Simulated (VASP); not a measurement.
# ZnRe (Pm) in VASP: further runs

The runs below take ZnRe through single point, with PBEsol.

Everything below comes from runs of VASP 6.6.1. Logs are shortened: lines on timing, memory, paths and dates and some standing lists are left out, and cuts for length are marked.

## 1. The cell of the first run

It takes space group Pm (No. 6, monoclinic). The conventional cell has a = 2.748 Å, b = 4.494 Å, c = 2.748 Å, α = 90.00°, β = 120.00°, γ = 90.00°. Within 3.5 Å of Zn (site symmetry m) lie 6 Re at 2.66 to 2.86 Å and 6 Zn at 2.75 Å. Within 3.5 Å of Re (site symmetry m) lie 6 Zn at 2.66 to 2.86 Å and 6 Re at 2.75 Å.

## 2. Single point, PBEsol

Contents of INCAR:

```
PREC = Accurate
ENCUT = 500
EDIFF = 1E-6
ISMEAR = 0
SIGMA = 0.15
LREAL = False
LASPH = True
NELM = 120
ALGO = Normal
ISIF = 2
LWAVE = False
LCHARG = False
GGA = PS
NBANDS = 20
GGA_COMPAT = False
```

Contents of KPOINTS:

```
Automatic mesh
0
Gamma
  21 21 10
```

Contents of POSCAR:

```
ZnRe
1.0
    2.7482183437      0.0000000000      0.0000000000
   -1.3741091718      2.3800269008      0.0000000000
    0.0000000000      0.0000000000      4.4940660000
Zn Re
1 1
Direct
    0.0000000000      0.0000000000      0.0000000000
    0.4061077548      0.7394410881      0.5000000000
```

Potentials or basis: VASP PAW PBE potentials, release 64 (Zn, Re_sv_GW).

On the command line:

```
$ cat potpaw_PBE.64/Zn/POTCAR potpaw_PBE.64/Re_sv_GW/POTCAR > POTCAR
$ mpirun -np 1 vasp_std > vasp.out
```

OUTCAR:

```text
PREC = Accurate
   ENCUT = 500
   EDIFF = 1E-6
   ISMEAR = 0
   LREAL = False
   LASPH = True
   NELM = 120
   ISIF = 2
   GGA = PS

 ion  position               nearest neighbor table
   1  0.000  0.000  0.000-   2 2.66   2 2.66   2 2.76   2 2.76   2 2.86   2 2.86
   2  0.406  0.739  0.500-   1 2.66   1 2.66   1 2.76   1 2.76   1 2.86   1 2.86

  LATTYP: Found a hexagonal cell.
 ALAT       =     2.7482183437
 C/A-ratio  =     1.6352652657

  Lattice vectors:

 A1 = (   2.7482183437,   0.0000000000,   0.0000000000)
 A2 = (  -1.3741091718,   2.3800269008,   0.0000000000)
 A3 = (   0.0000000000,   0.0000000000,   4.4940660000)

Analysis of symmetry for initial positions (statically):
=====================================================================
 Subroutine PRICEL returns:
 Original cell was already a primitive cell.

 Routine SETGRP: Setting up the symmetry group for a
 hexagonal supercell.

 Subroutine GETGRP returns: Found  2 space group operations
 (whereof  2 operations were pure point group operations)
 out of a pool of 24 trial point group operations.

The static configuration has the point symmetry C_1h.

Analysis of symmetry for dynamics (positions and initial velocities):
=====================================================================
 Subroutine PRICEL returns:
 Original cell was already a primitive cell.

 Routine SETGRP: Setting up the symmetry group for a
 hexagonal supercell.

 Subroutine GETGRP returns: Found  2 space group operations
 (whereof  2 operations were pure point group operations)
 out of a pool of 24 trial point group operations.

The dynamic configuration has the point symmetry C_1h.

 Subroutine INISYM returns: Found  2 space group operations
 (whereof  2 operations are pure point group operations),
 and found     1 'primitive' translations

----------------------------------------------------------------------------------------

                                     Primitive cell

  volume of cell :      29.3949

  direct lattice vectors                    reciprocal lattice vectors
     2.748218344  0.000000000  0.000000000     0.363872107  0.210081659  0.000000000
    -1.374109172  2.380026901  0.000000000     0.000000000  0.420163318  0.000000000
     0.000000000  0.000000000  4.494066000     0.000000000  0.000000000  0.222515646

  length of vectors
     2.748218344  2.748218344  4.494066000     0.420163318  0.420163318  0.222515646

[... 77 lines left out ...]
   LASPH  =      T    aspherical Exc in radial PAW
   ENCUT  =  500.0 eV  36.75 Ry    6.06 a.u.   5.01  5.01  8.19*2*pi/ulx,y,z
   NELM   =    120;   NELMIN=  2; NELMDL= -5     # of ELM steps
   EDIFF  = 0.1E-05   stopping-criterion for ELM
   LREAL  =      F    real-space projection
   EDIFFG = 0.1E-04   stopping-criterion for IOM
   NSW    =      0    number of steps for IOM
   IBRION =     -1    ionic relax: 0-MD 1-quasi-New 2-CG
   NFREE  =      0    steps in history (QN), initial steepest desc. (CG)
   ISIF   =      2    stress and relaxation
   ISYM   =      2    0-nonsym 1-usesym 2-fastsym
   POTIM  = 0.5000    time-step for ionic-motion
   TEBEG  =    0.0;   TEEND  =   0.0 temperature during run
   PSTRESS=    0.0 pullay stress
   NELECT =      27.0000    total number of electrons
   NUPDOWN=      -1.0000    fix difference up-down
   EMIN   =  10.00;   EMAX   =-10.00  energy-range for DOS
   EFERMI =   0.00;   METHOD = LEGACY
   ISMEAR =     0;   SIGMA  =   0.15  broadening in eV -4-tet -1-fermi 0-gaus
   EFERMI_NEDOS =   21; number of points for ismear=-14 and -15
   IALGO  =     38    algorithm
   IMIX   =      4    mixing-type and parameters
     AMIX     =   0.40;   BMIX     =  1.00
     AMIX_MAG =   1.60;   BMIX_MAG =  1.00
  volume/ion in A,a.u.               =      14.70        99.18
  Fermi-wavevector in a.u.,A,eV,Ry     =   1.591373  3.007258 34.456306  2.532467
  Thomas-Fermi vector in A             =   2.689923
   LORBIT       =      0    0 simple, 1 ext, 2 COOP (PROOUT), +10 PAW based schemes
   GGA     = PS    functional components
   LHFCALC =     F    Hartree Fock is set to
   AEXX    =    0.0000 exact exchange contribution
   IVDW    =     0    specifies the selected vdW correction
   LEPSILON=     F    determine dielectric tensor
   LRPA    =     F    only Hartree local field effects (RPA)
 non-spin polarized calculation
 Gauss-broadening in eV      SIGMA  =   0.15
  energy-cutoff  :      500.00
  volume of cell :       29.39
 maximum number of plane-waves:       768
   NGX =  9   NGY =  9   NGZ = 17

 number of electron      27.0000012 magnetization

 Free energy of the ion-electron system (eV)
  ---------------------------------------------------
  ext. energy  EPLUGINS =         0.00000000
  ---------------------------------------------------
  free energy    TOTEN  =       -16.07186271 eV

  energy without entropy =      -16.05800911  energy(sigma->0) =      -16.06493591

 E-fermi :   7.9401     XC(G=0): -13.1769

 val. band max:        7.9391563899   @ k =   0.1905   0.0952   0.5000
 cond. band min:       7.9407115427   @ k =  -0.2857   0.3333  -0.4000
 fundamental gap:      0.0015551528
 Fermi energy:         7.9400961007

 k-point     1 :       0.0000    0.0000    0.0000
  band No.  band energies     occupation
      1     -72.2193      2.00000
      2     -34.1460      2.00000
      3     -33.4735      2.00000
      4     -33.4632      2.00000
      5      -2.3367      2.00000
      6       0.0436      2.00000
[... 541 lines left out ...]
     19      18.5633      0.00000
     20      21.5136      0.00000

 [... further k-points ...]

------------------------ aborting loop because EDIFF is reached ----------------------------------------

  FORCE on cell =-STRESS in cart. coord.  units (eV):
  Direction    XX          YY          ZZ          XY          YZ          ZX
  --------------------------------------------------------------------------------------
  -------------------------------------------------------------------------------------
  Total       -1.6481347     -2.0591735     -1.5444841      0.0870601      0.0000000      0.0000000
  in kB      -89.8319307   -112.2356864    -84.1824323      4.7452303      0.0000000      0.0000000
  external PRESSURE =     -95.4166831 kB  Pullay stress =       0.0000000 kB

 VOLUME and BASIS-vectors are now :
 -----------------------------------------------------------------------------
  energy-cutoff  :      500.00
  volume of cell :       29.39
      direct lattice vectors                 reciprocal lattice vectors
     2.748218344  0.000000000  0.000000000     0.363872107  0.210081659  0.000000000
    -1.374109172  2.380026901  0.000000000     0.000000000  0.420163318  0.000000000
     0.000000000  0.000000000  4.494066000     0.000000000  0.000000000  0.222515646

 POSITION                                       TOTAL-FORCE (eV/Angst)
 -----------------------------------------------------------------------------------
      0.00000      0.00000      0.00000         0.226870      0.258269      0.000000
      0.10000      1.75989      2.24703        -0.226870     -0.258269      0.000000
 -----------------------------------------------------------------------------------
    total drift:                                0.000037      0.000034      0.000000

  FREE ENERGIE OF THE ION-ELECTRON SYSTEM (eV)
  ---------------------------------------------------
  free  energy   TOTEN  =       -16.0718627069 eV

  energy  without entropy=      -16.0580091149  energy(sigma->0) =      -16.06493591
```

OSZICAR:

```text
N       E                     dE             d eps       ncg     rms          rms(c)
DAV:   1     0.291725353060E+03    0.29173E+03   -0.15173E+04 55764   0.181E+03
DAV:   2     0.341402536649E+01   -0.28831E+03   -0.27892E+03 57828   0.459E+02
DAV:   3    -0.172624603701E+02   -0.20676E+02   -0.20333E+02 61268   0.124E+02
DAV:   4    -0.176601558916E+02   -0.39770E+00   -0.39687E+00 60920   0.163E+01
DAV:   5    -0.176703955158E+02   -0.10240E-01   -0.10239E-01 63628   0.203E+00    0.186E+02
DAV:   6    -0.162260965166E+02    0.14443E+01   -0.38305E+00 59208   0.165E+01    0.119E+02
DAV:   7    -0.161451537834E+02    0.80943E-01   -0.12337E+00 68212   0.180E+01    0.111E+01
DAV:   8    -0.160854030814E+02    0.59751E-01   -0.36952E-01 60784   0.120E+01    0.643E+00
DAV:   9    -0.160740093186E+02    0.11394E-01   -0.60902E-02 71096   0.387E+00    0.511E+00
DAV:  10    -0.160723443530E+02    0.16650E-02   -0.10444E-02 71576   0.116E+00    0.160E+00
DAV:  11    -0.160719826110E+02    0.36174E-03   -0.87565E-04 65496   0.400E-01    0.515E-01
DAV:  12    -0.160718665648E+02    0.11605E-03   -0.30535E-04 74212   0.203E-01    0.595E-01
DAV:  13    -0.160718618519E+02    0.47130E-05   -0.16506E-05 57380   0.449E-02    0.378E-01
DAV:  14    -0.160718630049E+02   -0.11530E-05   -0.48502E-07 37864   0.692E-03    0.441E-02
DAV:  15    -0.160718627069E+02    0.29801E-06   -0.51467E-08 29160   0.261E-03
   1 F= -.16071863E+02 E0= -.16064936E+02  d E =-.138536E-01
```

stdout:

```text
POSCAR found type information on POSCAR ZnRe
 POSCAR found :  2 types and       2 ions
 scaLAPACK will be used
 -----------------------------------------------------------------------------
|                                                                             |
|                                                                             |
|     You enforced a specific xc type in the INCAR file but a different       |
|     I HOPE YOU KNOW WHAT YOU ARE DOING!                                     |
|                                                                             |
 -----------------------------------------------------------------------------

 LDA part: xc-table for (Slater+PW92), standard interpolation
 POSCAR, INCAR and KPOINTS ok, starting setup
 FFT: planning ... GRIDC
 FFT: planning ... GRID_SOFT
 FFT: planning ... GRID
 WAVECAR not read
 entering main loop
```

Wall time 5.2 min (1 thread of Intel Xeon Platinum 8559C (Emerald Rapids), shared host); peak memory 0.84 GiB.

Results:

| Property | Result |
| --- | --- |
| Free energy | -16.0719 eV |
| Pressure | -9.5 GPa |
| Largest force | 0.344 eV/Å |
| Band gap on the k mesh | zero (an odd number of electrons rules out a gap without spin polarisation) |

Forces in eV/Å, atoms in the order of the input:
```
Zn   0.227  0.258  0.000
Re  -0.227 -0.258  0.000
```

Caveat: the cell differs from its parent crystal (all Re atoms moved -0.200 Å, as atom 2 towards its neighbour atom 2 (Re) at 2.748 Å); the cell stands under tension; the PAW data sets were made with another functional, which shifts forces and pressure a little; spin-orbit coupling is left out, which moves the levels of the heavy elements.

## 3. Single point, PBEsol

Contents of INCAR:

```
SYSTEM = ZnRe
  ALGO = Normal
  EDIFF = 1E-6
  ENCUT = 500
  GGA = PS
  GGA_COMPAT = .FALSE.
  ISIF = 2
  ISMEAR = 0
  LASPH = .TRUE.
  LCHARG = .TRUE.
  LELF = .TRUE.
  LREAL = .FALSE.
  LVHAR = .TRUE.
  LWAVE = .FALSE.
  NBANDS = 20
  NELM = 120
  PREC = Accurate
  SIGMA = 0.15
```

Contents of KPOINTS:

```
k-points
0
G
  21 21 10
  0 0 0
```

Changes to POSCAR since step 2:

```diff
@@ -9,2 +9,2 @@
     0.0000000000      0.0000000000      0.0000000000
-    0.4061077548      0.7394410881      0.5000000000
+    0.2787525172      0.6120858506      0.5000000000
```

Potentials or basis: VASP PAW PBE potentials, release 64 (Zn, Re_sv_GW).

On the command line:

```
$ cat potpaw_PBE.64/Zn/POTCAR potpaw_PBE.64/Re_sv_GW/POTCAR > POTCAR
$ mpirun -np 1 vasp_std > vasp.out
```

Run time: 10 min. Hardware: 1 thread of Intel Xeon Platinum 8259CL at 2.50GHz (Skylake/Cascade Lake), shared host; peak memory 0.85 GiB.

The run converged. Its results:

```yaml
Free_energy: -16.0867 eV
Pressure: -9.8 GPa
Largest_force: 0.258 eV/Å
Band_gap_on_the_k_mesh: zero (an odd number of electrons rules out a gap without spin polarisation)
```

Forces on the atoms (eV/Å):
```
Zn  -0.095 -0.240  0.000
Re   0.095  0.240  0.000
```

Stress tensor (GPa, compression positive):
```
-10.89  -0.53   0.00
 -0.53  -9.41   0.00
  0.00   0.00  -9.15
```

Levels at points of the mesh, in eV from the Fermi level:
```csv
k point,band 10,band 11,band 12,band 13,band 14,band 15,band 16,band 17
"(0.00, 0.00, 0.00)",-6.85,-5.01,-1.54,-1.24,-1.21,1.72,1.75,4.75
"(0.00, 0.00, 0.50)",-6.89,-6.88,-3.10,-1.15,-1.14,1.60,1.71,9.40
```

Caveat: the cell differs from its parent crystal (all Re atoms moved +0.150 Å, as atom 2 towards its neighbour atom 2 (Re) at 2.748 Å); the cell stands under tension; the PAW data sets were made with another functional, which shifts forces and pressure a little; spin-orbit coupling is left out, which moves the levels of the heavy elements.
